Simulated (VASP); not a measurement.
Crystal: NaCl.

```xyz
2
Lattice="3.5022 0.0000 0.0000 0.0000 3.5022 0.0000 0.0000 0.0000 3.5022" Properties=species:S:1:pos:R:3 pbc="T T T"
Cl    1.7511    1.7511    1.7511
Na    0.0000    0.0000    0.0000
```

| Property | Result |
| --- | --- |
| Program | VASP 6.6.1 |
| Task | relaxation of cell and atoms |
| Functional | PBEsol-based screened hybrid with 25 % exact exchange |
| Potentials or basis | VASP PAW PBE potentials, release 64 (Cl, Na_pv) |
| Cutoff | 600 eV |
| k mesh | 4 × 4 × 4 |
| Occupations | fermi-dirac, width 0.05 eV |
| Spin | no spin polarisation |

At the start: pressure -1.3 GPa; volume 21.48 Å³/atom.

Task: Where does the relaxation end?

Result: Over 4 steps the energy falls by 4.7 meV/atom and the volume is 20.42 Å³/atom (-4.9 %); space group Pm-3m (No. 221, to 0.1 Å) before and after.

The path:
```tsv
step	energy change (eV)	largest force (eV/Å)	pressure (GPa)	volume (Å³)
1	0.0000	0.0000	-1.34	42.96
2	-0.0071	0.0000	-0.69	41.85
3	-0.0093	0.0000	-0.09	40.96
4	-0.0094	0.0000	0.00	40.83
```

Final structure:
```cif
data_structure
_symmetry_space_group_name_H-M 'P 1'
_symmetry_Int_Tables_number 1
_cell_length_a 3.4436
_cell_length_b 3.4436
_cell_length_c 3.4436
_cell_angle_alpha 90.000
_cell_angle_beta 90.000
_cell_angle_gamma 90.000
_cell_volume 40.83
loop_
_atom_site_label
_atom_site_type_symbol
_atom_site_fract_x
_atom_site_fract_y
_atom_site_fract_z
_atom_site_occupancy
Cl1 Cl 0.50000 0.50000 0.50000 1
Na1 Na 0.00000 0.00000 0.00000 1
```

Caveat: the k points lie up to 0.46 Å⁻¹ apart in the final cell; the PAW data sets were made with another functional, which shifts forces and pressure a little.
